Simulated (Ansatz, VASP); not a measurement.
Ir3O2: VASP beside Ansatz

```
Ir O
1.0
     3.66565    0.00000    0.00000
    -1.83282    3.17454    0.00000
     0.00000    0.00000    5.63474
Ir O
3 2
Cartesian
  0.0000 0.0000 0.0000
  0.0000 2.1164 4.2099
  1.8328 1.0582 1.4248
  0.0000 2.1164 2.1904
  1.8328 1.0582 3.4443
```

Alike in both runs: functional PBE; k mesh 6 × 6 × 4; occupations gaussian, width 0.1 eV; no spin polarisation.

Ansatz relaxed the structure, and its values are those at the end. VASP's run is a single point on that final structure, the one shown.

```csv
,VASP,Ansatz
version,VASP 6.6.1,Ansatz 0.2.0
potentials or method,"VASP PAW PBE potentials, release 64 (Ir, O), cutoff 520 eV","scalar-relativistic, plane waves, PAW"
valence electrons in the cell,39,63
```

VASP gave:

| Property | Result |
| --- | --- |
| gap on the k mesh at the Fermi level (eV) | none |
| pressure (GPa) | 0.6 |
| rms of the force components (eV/Å) | 0.067 |

Problem. Which values does Ansatz return?

Solution. gap on the k mesh at the Fermi level (eV): none; pressure (GPa): 0.0; rms of the force components (eV/Å): 0.004.

A gap of «none» marks a metal or a gap that the smearing closes. The functional is the same, so the differences come from potentials, cutoffs and numerics. VASP's potentials hold 39 valence electrons a cell and Ansatz's 63, so a difference there can come from the potentials and not from the codes.

Neither program's run includes spin-orbit coupling.
